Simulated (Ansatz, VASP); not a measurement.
# Co in VASP and in Ansatz

```
CELL_PARAMETERS angstrom
3.99082 0.00000 0.00000
-1.99541 3.45615 0.00000
0.00000 0.00000 2.44161
ATOMIC_POSITIONS crystal
Co 0.00000 0.00000 0.00000
Co 0.33333 0.66667 0.50000
Co 0.66667 0.33333 0.50000
```

Alike in both runs: task single point; functional r2SCAN; k mesh 10 × 10 × 15; occupations fermi-dirac, width 0.05 eV; collinear spin.

|  | VASP | Ansatz |
| --- | --- | --- |
| version | VASP 6.6.1 | Ansatz 0.2.0 |
| potentials or method | VASP PAW PBE potentials, release 64 (Co), cutoff 520 eV | plane waves (500 eV) with PAW, scalar-relativistic |
| valence electrons in the cell | 27 | 51 |

VASP gave:

```
pressure (GPa)                                                : -7.8
traceless stress, the component that is largest in VASP (GPa) : -0.29
net moment per atom (μB)                                      : 1.79
size of the moment on the site where the two differ most (μB) : 1.82
```

**Question.** What did Ansatz give for the same quantities?

**Answer.** Pressure (GPa): -7.6; traceless stress, the component that is largest in VASP (GPa): -0.36; net moment per atom (μB): 1.81; size of the moment on the site where the two differ most (μB): 1.91.

VASP's potentials were made for PBE, not for r2SCAN. Site moments also hang on the region over which each program counts them. With one functional, cell and mesh, what is left measures potentials, basis and numerics. VASP's potentials hold 27 valence electrons a cell and Ansatz's 51, so a difference there can come from the potentials and not from the codes. Ansatz's warnings: stability check not made.
